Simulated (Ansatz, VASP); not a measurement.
**MgI2 in VASP and in Ansatz**

INCAR

```
PREC = Accurate
ENCUT = 520
EDIFF = 1E-6
ISMEAR = -1
SIGMA = 0.02
LREAL = False
LASPH = True
NELM = 60
ALGO = Normal
ISIF = 2
LWAVE = False
LCHARG = False
GGA = PE
NBANDS = 15
```

The input KPOINTS:

```
regular mesh
0
Gamma
  12 12 4
```

The input POSCAR:

```
MgI2
1.0
    4.1572130673      0.0550830731      0.0000000000
   -2.0309031929      3.5727105886      0.0000000000
    0.0000000000      0.0000000000      6.8733251917
Mg I
1 2
Direct
    0.0000000000      0.0000000000      0.0000000000
    0.3333333333      0.6666666667      0.2426220944
    0.6666666667      0.3333333333      0.7573779056
```

Input for Ansatz:

```yaml
crystal:
  lattice:
    - [4.1572130673, 0.0550830731, 0.0]
    - [-2.0309031929, 3.5727105886, 0.0]
    - [0.0, 0.0, 6.8733251917]
  atoms:
    - { symbol: Mg, position: [0.0, 0.0, 0.0] }
    - { symbol: I, position: [0.3333333333, 0.6666666667, 0.2426220944] }
    - { symbol: I, position: [0.6666666667, 0.3333333333, 0.7573779056] }
kpoints:
  mp_grid: { grid: [12, 12, 4] }
  band_path:
    path:
      - [0.0, 0.0, 0.0]
      - [0.5, 0.0, 0.0]
      - [0.3333333333, 0.3333333333, 0.0]
      - [0.0, 0.0, 0.5]
      - [0.5, 0.0, 0.5]
      - [0.3333333333, 0.3333333333, 0.5]
      - [0.46875, -0.46875, 0.307292]
    npoints: 1
hamiltonian:
  xc: pbe
scf:
  occupations: { method: fermi_dirac, width: 0.02 }
  n_extra_bands: 4
output:
  forces: true
  stress: true
  eigenvalues: true
  write_density: true
  write_potential: true
  elf: true
  volumetric_format: npy
```

Change from the starting cell: shear_xy strain +2.6%.

Alike in both runs: task single point; functional PBE; k mesh 12 × 12 × 4; occupations fermi-dirac, width 0.02 eV; no spin polarisation.

```csv
,VASP,Ansatz
version,VASP 6.6.1,Ansatz 0.2.0
potentials or method,"VASP PAW PBE potentials, release 64 (Mg, I)","plane waves, PAW"
plane-wave cutoff (eV),520,420
valence electrons in the cell,16,44
```

```csv
,VASP,Ansatz,Ansatz less VASP
gap on the k mesh at the Fermi level (eV),3.42,3.44,+0.019
pressure (GPa),1.1,1.1,+0.06
"traceless stress, the component that is largest in VASP (GPa)",-0.44,-0.44,0.000
rms of the force components (eV/Å),0.003,0.007,+0.0034
```

Atom by atom the forces differ by 0.005 eV/Å (rms over components). VASP's potentials hold 16 valence electrons a cell and Ansatz's 44, so a difference there can come from the potentials and not from the codes.

Neither program's run includes spin-orbit coupling.
